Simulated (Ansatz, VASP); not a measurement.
## One calculation of TiO2, two programs

The input INCAR:

```
SYSTEM = TiO2
PREC = Accurate ; ENCUT = 600
EDIFF = 1E-7 ; ISMEAR = 0
SIGMA = 0.02 ; LREAL = .False.
LASPH = .True. ; NELM = 80
ALGO = Normal ; ISIF = 3
LWAVE = .False. ; LCHARG = .False.
GGA = PE ; IBRION = 2
NSW = 100 ; EDIFFG = -0.005
```

Contents of KPOINTS:

```
Automatic mesh
0
Gamma
  6 6 10
  0 0 0
```

Contents of POSCAR:

```
TiO2
1.0
    4.5940000000      0.0000000000      0.0000000000
    0.0000000000      4.5940000000      0.0000000000
    0.0000000000      0.0000000000      2.9590000000
Ti O
2 4
Direct
    0.0000000000      0.0000000000      0.0000000000
    0.5000000000      0.5000000000      0.5000000000
    0.3060000000      0.3060000000      0.0000000000
    0.1940000000      0.8060000000      0.5000000000
    0.6940000000      0.6940000000      0.0000000000
    0.8060000000      0.1940000000      0.5000000000
```

Input for Ansatz:

```yaml
crystal:
  lattice:
    - [4.594, 0.0, 0.0]
    - [0.0, 4.594, 0.0]
    - [0.0, 0.0, 2.959]
  atoms:
    - { symbol: Ti, position: [0.0, 0.0, 0.0] }
    - { symbol: Ti, position: [0.5, 0.5, 0.5] }
    - { symbol: O, position: [0.306, 0.306, 0.0] }
    - { symbol: O, position: [0.194, 0.806, 0.5] }
    - { symbol: O, position: [0.694, 0.694, 0.0] }
    - { symbol: O, position: [0.806, 0.194, 0.5] }
basis:
  ecutwfc: 420
kpoints:
  mp_grid: { grid: [6, 6, 10] }
hamiltonian:
  xc: pbe
scf:
  occupations: { method: gaussian, width: 0.02 }
output:
  forces: true
  stress: true
  eigenvalues: true
  write_density: true
  write_potential: true
  elf: true
  volumetric_format: npy
relax:
  adjacent_minimum: "off"
  f_tol: 0.005
  max_steps: 80
  cell: { stress_tol: 0.05 }
```

Alike in both runs: task relaxation of cell and atoms; functional PBE; k mesh 6 × 6 × 10; occupations gaussian, width 0.02 eV; no spin polarisation.

|  | VASP | Ansatz |
| --- | --- | --- |
| version | VASP 6.6.1 | Ansatz 0.2.0 |
| potentials or method | VASP PAW PBE potentials, release 64 (Ti_sv, O), cutoff 600 eV | scalar-relativistic, plane waves, PAW |
| valence electrons in the cell | 48 | 48 |

```tsv
	VASP	Ansatz	Ansatz less VASP
gap on the k mesh at the Fermi level, each at its own relaxed structure (eV)	1.82	1.86	+0.034
relaxed volume (Å³/atom)	10.67	10.65	-0.019
relaxed length of the cell vector where the two differ most in proportion (Å)	2.967	2.964	-0.0029
```
